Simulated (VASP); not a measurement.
Set up this calculation in VASP 6.6.1, as the native input.

```
Task                   : relaxation of cell and atoms
Functional             : PBE
Potentials or basis    : VASP PAW PBE potentials, release 64 (Au)
Cutoff                 : 600 eV
k mesh                 : 18 × 18 × 18
Occupations            : gaussian, width 0.1 eV
Spin                   : no spin polarisation
Dipole correction      : no
Further INCAR settings : ALGO = Normal; EDIFF = 1e-06; IBRION = 2; EDIFFG = -0.01; NSW = 80; ISIF = 3
```

The structure of Au lies in POSCAR:

```
Au
1.0
   -1.6532174684      1.6532174684      1.6532174684
    1.6532174684     -1.6532174684      1.6532174684
    1.6532174684      1.6532174684     -1.6532174684
Au
1
Direct
    0.0000000000      0.0000000000      0.0000000000
```

This isn't the form of Au at room conditions, which is fcc.

The input as run:

INCAR

```
SYSTEM = Au
ALGO = Normal ; EDIFF = 1E-6
EDIFFG = -0.01 ; ENCUT = 600
GGA = PE ; IBRION = 2
ISIF = 3 ; ISMEAR = 0
LASPH = .True. ; LCHARG = .False.
LREAL = .False. ; LWAVE = .False.
NELM = 80 ; NSW = 80
PREC = Accurate ; SIGMA = 0.1
```

KPOINTS

```
k-points
0
Gamma
  18 18 18
  0 0 0
```

Potentials or basis: VASP PAW PBE potentials, release 64 (Au).

Launch:

```sh
$ cat potpaw_PBE.64/Au/POTCAR > POTCAR
$ mpirun -np 1 vasp_std > vasp.out
```

It gave:

```
Relaxed volume                        : 17.97 Å³/atom
Relaxed cell                          : a = 2.858 Å, b = 2.858 Å, c = 2.858 Å, α = 109.47°, β = 109.47°, γ = 109.47°
Space group after relaxing (to 0.1 Å) : Im-3m (No. 229)
Energy gained by relaxing             : 0.3 meV/atom
Ionic steps                           : 3
Pressure after relaxing               : 0.0 GPa
Band gap on the k mesh                : zero (an odd number of electrons rules out a gap without spin polarisation)
```

Caveat: spin-orbit coupling is left out, which moves the levels of the heavy elements.

Wall time 20 s on 1 thread of Intel(R) Xeon(R) 6975P-C (Granite Rapids), with other jobs on the host, peak memory 0.18 GiB.
